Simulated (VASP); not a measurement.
Set up this calculation in VASP 6.6.1, as the native input.

| Property | Result |
| --- | --- |
| Task | single point |
| Functional | PBE |
| Potentials or basis | VASP PAW PBE potentials, release 64 (N) |
| Cutoff | 520 eV |
| k mesh | 4 × 4 × 2 |
| Occupations | gaussian, width 0.01 eV |
| Spin | no spin polarisation |
| Dipole correction | no |
| Further INCAR settings | ALGO = Normal; EDIFF = 1e-07; NBANDS = 18 |

The structure of N lies in POSCAR:

```
N
1.0
    4.1672000000      0.0000000000      0.0000000000
   -2.0836000000      3.6089000000      0.0000000000
    0.0000000000      0.0000000000      7.0060000000
N
4
Direct
    0.3333333333      0.6666666667      0.3739000000
    0.3333333333      0.6666666667      0.1711000000
    0.6666666667      0.3333333333      0.8289000000
    0.6666666667      0.3333333333      0.6711000000
```

These files were run (other wordings do the same):

INCAR

```
SYSTEM = N
  ALGO = Normal
  EDIFF = 1E-7
  ENCUT = 520
  GGA = PE
  ISIF = 2
  ISMEAR = 0
  LASPH = .True.
  LCHARG = .True.
  LELF = .True.
  LREAL = .False.
  LVHAR = .True.
  LWAVE = .False.
  NBANDS = 18
  NELM = 80
  PREC = Accurate
  SIGMA = 0.01
```

KPOINTS

```
k-points
0
Gamma
  4 4 2
  0 0 0
```

Potentials or basis: VASP PAW PBE potentials, release 64 (N).

Launch:

```console
$ cat potpaw_PBE.64/N/POTCAR > POTCAR
$ mpirun -np 1 vasp_std > vasp.out
```

It gave:

| Item | Value |
| --- | --- |
| Pressure | -10.1 GPa |
| Largest force | 15.317 eV/Å |
| Band gap on the k mesh | 4.51 eV, indirect (least direct gap 4.60 eV) |

Caveat: the k points lie up to 0.45 Å⁻¹ apart; the standard files for N, O and F lose accuracy on very short bonds; forces of over 1 eV/Å act on the atoms, so gaps and moduli don't describe the material at rest.

Wall time 8.3 s on 1 thread of Intel(R) Xeon(R) 6975P-C (Granite Rapids) (shared host), peak memory 0.21 GiB.
